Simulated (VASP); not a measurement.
# FeO (Fm-3m) in VASP: a series of runs

Runs on FeO. Level: PBE. Tasks: single point.

All numbers are computed with VASP 6.6.1; they aren't measurements. Logs are shortened: lines on timing, memory, paths and dates and some standing lists are left out, and cuts for length are marked.

## Step 1: The cell of the first run

The structure is cubic, space group Fm-3m (No. 225). The conventional cell has a = 4.311 Å, b = 4.311 Å, c = 4.311 Å, α = 90.00°, β = 90.00°, γ = 90.00°. Within 2.9 Å of Fe (site symmetry m-3m) lie 6 O at 2.16 Å. O (site symmetry m-3m) has 6 Fe at 2.16 Å within 2.9 Å.

## Step 2: Single point, PBE, collinear spin, ferromagnetic start

Contents of INCAR:

```
ALGO = Normal
EDIFF = 1E-6
ENCUT = 600
GGA = PE
GGA_COMPAT = False
ISIF = 2
ISMEAR = -1
ISPIN = 2
LASPH = True
LCHARG = True
LELF = True
LMAXMIX = 4
LORBIT = 11
LREAL = False
LVHAR = True
LWAVE = False
MAGMOM = 3.32 0.19
NBANDS = 18
NELM = 200
NUPDOWN = 3.4
PREC = Accurate
SIGMA = 0.15
```

Contents of KPOINTS:

```
k-points
0
Gamma
  9 9 9
```

Contents of POSCAR:

```
FeO
1.0
    0.0000000000      2.1554000000      2.1554000000
    2.1554000000      0.0000000000      2.1554000000
    2.1554000000      2.1554000000      0.0000000000
Fe O
1 1
Direct
    0.0000000000      0.0000000000      0.0000000000
    0.5000000000      0.5000000000      0.5000000000
```

Potentials or basis: VASP PAW PBE potentials, release 64 (Fe, O).

Command:

```
$ cat potpaw_PBE.64/Fe/POTCAR potpaw_PBE.64/O/POTCAR > POTCAR
$ mpirun -np 1 vasp_std > vasp.out
```

OUTCAR:

```text
EDIFF = 1E-6
   ENCUT = 600
   GGA = PE
   ISIF = 2
   ISMEAR = -1
   ISPIN = 2
   LASPH = True
   LORBIT = 11
   LREAL = False
   NELM = 200
   NUPDOWN = 3.4
   PREC = Accurate

 ion  position               nearest neighbor table
   1  0.000  0.000  0.000-   2 2.16   2 2.16   2 2.16   2 2.16   2 2.16   2 2.16
   2  0.500  0.500  0.500-   1 2.16   1 2.16   1 2.16   1 2.16   1 2.16   1 2.16

  LATTYP: Found a face centered cubic cell.
 ALAT       =     4.3108000000

  Lattice vectors:

 A1 = (   0.0000000000,   2.1554000000,   2.1554000000)
 A2 = (   2.1554000000,   0.0000000000,   2.1554000000)
 A3 = (   2.1554000000,   2.1554000000,   0.0000000000)

Analysis of symmetry for initial positions (statically):
=====================================================================
 Subroutine PRICEL returns:
 Original cell was already a primitive cell.

 Routine SETGRP: Setting up the symmetry group for a
 face centered cubic supercell.

 Subroutine GETGRP returns: Found 48 space group operations
 (whereof 48 operations were pure point group operations)
 out of a pool of 48 trial point group operations.

The static configuration has the point symmetry O_h .

Analysis of symmetry for dynamics (positions and initial velocities):
=====================================================================
 Subroutine PRICEL returns:
 Original cell was already a primitive cell.

 Routine SETGRP: Setting up the symmetry group for a
 face centered cubic supercell.

 Subroutine GETGRP returns: Found 48 space group operations
 (whereof 48 operations were pure point group operations)
 out of a pool of 48 trial point group operations.

The dynamic configuration has the point symmetry O_h .

Analysis of structural, dynamic, and magnetic symmetry:
=====================================================================
 Subroutine PRICEL returns:
 Original cell was already a primitive cell.

 Routine SETGRP: Setting up the symmetry group for a
 face centered cubic supercell.

 Subroutine GETGRP returns: Found 48 space group operations
 (whereof 48 operations were pure point group operations)
 out of a pool of 48 trial point group operations.

The overall configuration has the point symmetry O_h .

 Subroutine INISYM returns: Found 48 space group operations
 (whereof 48 operations are pure point group operations),
 and found     1 'primitive' translations

----------------------------------------------------------------------------------------

                                     Primitive cell

  volume of cell :      20.0269

  direct lattice vectors                    reciprocal lattice vectors
     0.000000000  2.155400000  2.155400000    -0.231975503  0.231975503  0.231975503
     2.155400000  0.000000000  2.155400000     0.231975503 -0.231975503  0.231975503
     2.155400000  2.155400000  0.000000000     0.231975503  0.231975503 -0.231975503

  length of vectors
     3.048195912  3.048195912  3.048195912     0.401793358  0.401793358  0.401793358

  position of ions in fractional coordinates (direct lattice)
     0.000000000  0.000000000  0.000000000
     0.500000000  0.500000000  0.500000000

  ion indices of the primitive-cell ions
   primitive index   ion index
                 1           1
                 2           2

----------------------------------------------------------------------------------------

 KPOINTS: k-points

Automatic generation of k-mesh.
 Grid dimensions read from file:
 generate k-points for:    9    9    9

 Generating k-lattice:

  Cartesian coordinates                     Fractional coordinates (reciprocal lattice)
    -0.025775056  0.025775056  0.025775056     0.111111111  0.000000000  0.000000000
     0.025775056 -0.025775056  0.025775056     0.000000000  0.111111111  0.000000000
     0.025775056  0.025775056 -0.025775056     0.000000000  0.000000000  0.111111111

  Length of vectors
     0.044643706  0.044643706  0.044643706

  Shift w.r.t. Gamma in fractional coordinates (k-lattice)
     0.000000000  0.000000000  0.000000000

 Subroutine IBZKPT returns following result:
 ===========================================

 Found     35 irreducible k-points:

 Following reciprocal coordinates:
            Coordinates               Weight
  0.000000  0.000000  0.000000      1.000000
  0.111111  0.000000  0.000000      8.000000
  0.222222  0.000000  0.000000      8.000000
  0.333333  0.000000  0.000000      8.000000
  0.444444  0.000000  0.000000      8.000000
  0.111111  0.111111  0.000000      6.000000
[... 16 lines left out ...]
 -0.333333  0.333333  0.000000     12.000000
  0.444444  0.444444  0.000000      6.000000
 [... further k-points ...]
   k-points           NKPTS =     35   k-points in BZ     NKDIM =     35   number of bands    NBANDS=     18
   number of dos      NEDOS =    301   number of ions     NIONS =      2
   total plane-waves  NPLWV =  13824
   dimension x,y,z NGX =    24 NGY =   24 NGZ =   24
   dimension x,y,z NGXF=    48 NGYF=   48 NGZF=   48
   ions per type =               1   1
   NGX,Y,Z   is equivalent  to a cutoff of  13.09, 13.09, 13.09 a.u.
   NGXF,Y,Z  is equivalent  to a cutoff of  26.18, 26.18, 26.18 a.u.
 SYSTEM =  unknown system
   PREC   = accura    normal or accurate (medium, high low for compatibility)
   ISTART =      0    job   : 0-new  1-cont  2-samecut
   ICHARG =      2    charge: 1-file 2-atom 10-const
   ISPIN  =      2    spin polarized calculation?
   LNONCOLLINEAR =      F non collinear calculations
   LSORBIT =      F    spin-orbit coupling
   LASPH  =      T    aspherical Exc in radial PAW
   ENCUT  =  600.0 eV  44.10 Ry    6.64 a.u.   6.09  6.09  6.09*2*pi/ulx,y,z
   NELM   =    200;   NELMIN=  2; NELMDL= -5     # of ELM steps
   EDIFF  = 0.1E-05   stopping-criterion for ELM
   LREAL  =      F    real-space projection
   EDIFFG = 0.1E-04   stopping-criterion for IOM
   NSW    =      0    number of steps for IOM
   IBRION =     -1    ionic relax: 0-MD 1-quasi-New 2-CG
   NFREE  =      0    steps in history (QN), initial steepest desc. (CG)
   ISIF   =      2    stress and relaxation
   ISYM   =      2    0-nonsym 1-usesym 2-fastsym
   POTIM  = 0.5000    time-step for ionic-motion
   TEBEG  =    0.0;   TEEND  =   0.0 temperature during run
   PSTRESS=    0.0 pullay stress
   NELECT =      14.0000    total number of electrons
   NUPDOWN=       3.4000    fix difference up-down
   EMIN   =  10.00;   EMAX   =-10.00  energy-range for DOS
   EFERMI =   0.00;   METHOD = LEGACY
   ISMEAR =    -1;   SIGMA  =   0.15  broadening in eV -4-tet -1-fermi 0-gaus
   EFERMI_NEDOS =   21; number of points for ismear=-14 and -15
   IALGO  =     38    algorithm
   IMIX   =      4    mixing-type and parameters
     AMIX     =   0.40;   BMIX     =  1.00
     AMIX_MAG =   1.60;   BMIX_MAG =  1.00
  volume/ion in A,a.u.               =      10.01        67.57
  Fermi-wavevector in a.u.,A,eV,Ry     =   1.452935  2.745650 28.722187  2.111021
  Thomas-Fermi vector in A             =   2.570260
   LORBIT       =     11    0 simple, 1 ext, 2 COOP (PROOUT), +10 PAW based schemes
   GGA     = PE    functional components
   LHFCALC =     F    Hartree Fock is set to
   AEXX    =    0.0000 exact exchange contribution
   IVDW    =     0    specifies the selected vdW correction
   LEPSILON=     F    determine dielectric tensor
   LRPA    =     F    only Hartree local field effects (RPA)
 spin polarized calculation
  energy-cutoff  :      600.00
  volume of cell :       20.03
 maximum number of plane-waves:       680
   NGX = 13   NGY = 13   NGZ = 13

 number of electron      13.9999999 magnetization       3.3999966

 Free energy of the ion-electron system (eV)
  ---------------------------------------------------
  ext. energy  EPLUGINS =         0.00000000
  ---------------------------------------------------
  free energy    TOTEN  =       -14.85446572 eV

  energy without entropy =      -14.66566603  energy(sigma->0) =      -14.76006588

 E-fermi :   6.2267     XC(G=0): -12.1786

 val. band max:        6.2176714938   @ k =  -0.2222   0.2222   0.0000
 cond. band min:       5.6092824764   @ k =  -0.4444   0.2222   0.1111
 fundamental gap:     -0.6083890174
 Fermi energy:         5.5646593937

 spin component 1

 k-point     1 :       0.0000    0.0000    0.0000
  band No.  band energies     occupation
      1     -14.6289      1.00000
      2       2.2759      1.00000
      3       2.2759      1.00000
      4       2.2759      1.00000
      5       2.6889      1.00000
      6       2.6889      1.00000
[... 10 lines left out ...]
     17      26.9484      0.00000
     18      30.0122      0.00000
[... 463 lines left out ...]
 k-point    24 :       0.4444    0.4444    0.0000
  band No.  band energies     occupation
      1     -13.5309      1.00000
      2      -1.2694      1.00000
      3       1.1287      1.00000
      4       1.1287      1.00000
      5       1.7651      1.00000
      6       3.2537      1.00000
[... 10 lines left out ...]
     17      36.0303      0.00000
     18      36.0303      0.00000

 [... further k-points ...]

 spin component 2

 k-point     1 :       0.0000    0.0000    0.0000
  band No.  band energies     occupation
      1     -14.3191      1.00000
      2       2.5836      1.00000
      3       2.5836      1.00000
      4       2.5836      1.00000
      5       5.3843      0.99637
      6       5.3848      0.99636
[... 10 lines left out ...]
     17      28.3411      0.00000
     18      30.9806      0.00000
[... 463 lines left out ...]
 k-point    24 :       0.4444    0.4444    0.0000
  band No.  band energies     occupation
      1     -13.1946      1.00000
      2      -0.9162      1.00000
      3       1.4690      1.00000
      4       1.4690      1.00000
      5       4.0624      1.00000
      6       6.8353      0.01700
[... 10 lines left out ...]
     17      36.1289      0.00000
     18      36.1289      0.00000

 [... further k-points ...]
[... 5 lines left out ...]
  --------------------------------------------------------------------------------------
  -------------------------------------------------------------------------------------
  Total       -0.7743964     -0.7743964     -0.7743964      0.0000000      0.0000000      0.0000000
  in kB      -61.9527042    -61.9527042    -61.9527042      0.0000000      0.0000000      0.0000000
  external PRESSURE =     -61.9527042 kB  Pullay stress =       0.0000000 kB

 VOLUME and BASIS-vectors are now :
 -----------------------------------------------------------------------------
  energy-cutoff  :      600.00
  volume of cell :       20.03
      direct lattice vectors                 reciprocal lattice vectors
     0.000000000  2.155400000  2.155400000    -0.231975503  0.231975503  0.231975503
     2.155400000  0.000000000  2.155400000     0.231975503 -0.231975503  0.231975503
     2.155400000  2.155400000  0.000000000     0.231975503  0.231975503 -0.231975503

 POSITION                                       TOTAL-FORCE (eV/Angst)
 -----------------------------------------------------------------------------------
      0.00000      0.00000      0.00000        -0.000000     -0.000000      0.000000
      2.15540      2.15540      2.15540         0.000000      0.000000     -0.000000
 -----------------------------------------------------------------------------------
    total drift:                                0.000000     -0.000000      0.000000

  FREE ENERGIE OF THE ION-ELECTRON SYSTEM (eV)
  ---------------------------------------------------
  free  energy   TOTEN  =       -14.8544657189 eV

  energy  without entropy=      -14.6656660332  energy(sigma->0) =      -14.76006588

 total charge

# of ion       s       p       d       tot
------------------------------------------
    1        0.281   0.348   6.144   6.772
    2        1.557   3.411   0.000   4.968
--------------------------------------------------
tot          1.838   3.759   6.144  11.740

 magnetization (x)

# of ion       s       p       d       tot
------------------------------------------
    1        0.027   0.020   3.134   3.180
    2        0.026   0.132   0.000   0.159
--------------------------------------------------
tot          0.053   0.152   3.134   3.339
```

Run time: 12 s. Hardware: 1 thread of Intel Xeon 6975P-C (Granite Rapids), shared host; peak memory 0.16 GiB.

Results:

- Free energy: -14.8545 eV
- Pressure: -6.2 GPa
- Net moment: 3.40 μB per cell
- Site moments: Fe +3.18; O +0.16 μB
- Valence electrons inside the program's atomic spheres: Fe 6.77; O 4.97

Caveat: the cell stands under tension; the total moment is fixed, so each spin has its own Fermi level and the state may be an excited one; a cell with one magnetic atom can't hold antiferromagnetic order, which such compounds often take.

## Step 3: Single point, PBE, collinear spin, ferromagnetic start

Contents of INCAR:

```
ALGO = Normal ; EDIFF = 1E-6
ENCUT = 600 ; GGA = PE
GGA_COMPAT = False ; ISIF = 2
ISMEAR = -1 ; ISPIN = 2
LASPH = True ; LCHARG = False
LMAXMIX = 4 ; LORBIT = 11
LREAL = False ; LWAVE = False
MAGMOM = 3.88 0.42 ; NBANDS = 18
NELM = 200 ; NUPDOWN = 4.2
PREC = Accurate ; SIGMA = 0.15
```

KPOINTS is that of step 2.

POSCAR is that of step 2.

Potentials or basis: VASP PAW PBE potentials, release 64 (Fe, O).

Command:

```
$ cat potpaw_PBE.64/Fe/POTCAR potpaw_PBE.64/O/POTCAR > POTCAR
$ mpirun -np 1 vasp_std > vasp.out
```

Wall time 12 s (1 thread of Intel Xeon 6975P-C (Granite Rapids), shared host); peak memory 0.16 GiB.

It converged, with:

```yaml
Free_energy: -14.7539 eV
Pressure: 4.9 GPa
Net_moment: 4.20 μB per cell
Site_moments: Fe +3.71; O +0.36 μB
Valence_electrons_inside_the_program's_atomic_spheres: Fe 6.71; O 4.99
```

Caveat: the cell stands under pressure; the total moment is fixed, so each spin has its own Fermi level and the state may be an excited one; a cell with one magnetic atom can't hold antiferromagnetic order, which such compounds often take.
